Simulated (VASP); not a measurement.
# C: single point with LDA

C:

```
C
1.0
    -3.57157    3.57157    3.57157
     3.57157   -3.57157    3.57157
     3.57157    3.57157   -3.57157
C
32
Direct
  0.00000 0.00000 0.00000
  0.00000 0.25000 0.75000
  0.00000 0.50000 0.50000
  0.00000 0.75000 0.25000
  0.25000 0.00000 0.75000
  0.25000 0.25000 0.50000
  0.25000 0.50000 0.25000
  0.25000 0.75000 0.00000
  0.50000 0.00000 0.50000
  0.50000 0.25000 0.25000
  0.50000 0.50000 0.00000
  0.50000 0.75000 0.75000
  0.75000 0.00000 0.25000
  0.75000 0.25000 0.00000
  0.75000 0.50000 0.75000
  0.75000 0.75000 0.50000
  0.00000 0.00000 0.75000
  0.00000 0.25000 0.50000
  0.00000 0.50000 0.25000
  0.00000 0.75000 0.00000
  0.25000 0.00000 0.50000
  0.25000 0.25000 0.25000
  0.25000 0.50000 0.00000
  0.25000 0.75000 0.75000
  0.50000 0.00000 0.25000
  0.50000 0.25000 0.00000
  0.50000 0.50000 0.75000
  0.50000 0.75000 0.50000
  0.75000 0.00000 0.00000
  0.75000 0.25000 0.75000
  0.75000 0.50000 0.50000
  0.75000 0.75000 0.25000
```

```json
{
  "Program": "VASP 6.6.1",
  "Task": "single point",
  "Functional": "LDA",
  "Potentials or basis": "VASP PAW LDA potentials, release 64 (C)",
  "Cutoff": "600 eV",
  "k mesh": "1 × 1 × 1, shifted",
  "Occupations": "fermi-dirac, width 0.01 eV",
  "Spin": "no spin polarisation"
}
```

- Pressure: -14.3 GPa
- Band gap on the k mesh: 7.73 eV

Levels at points of the mesh, in eV from the valence-band top:
| k point | band 60 | band 61 | band 62 | band 63 | band 64 | band 65 | band 66 | band 67 | band 68 | band 69 |
| --- | --- | --- | --- | --- | --- | --- | --- | --- | --- | --- |
| (0.25, 0.25, 0.25) | 0.00 | 0.00 | 0.00 | 0.00 | 0.00 | 7.73 | 7.73 | 7.73 | 7.73 | 7.73 |

Run time: 18 s on 1 thread of Intel(R) Xeon(R) 6975P-C (Granite Rapids), on a shared host, peak memory 0.25 GiB.

Caveat: the k points lie up to 1.24 Å⁻¹ apart. A k mesh can miss the band edges.
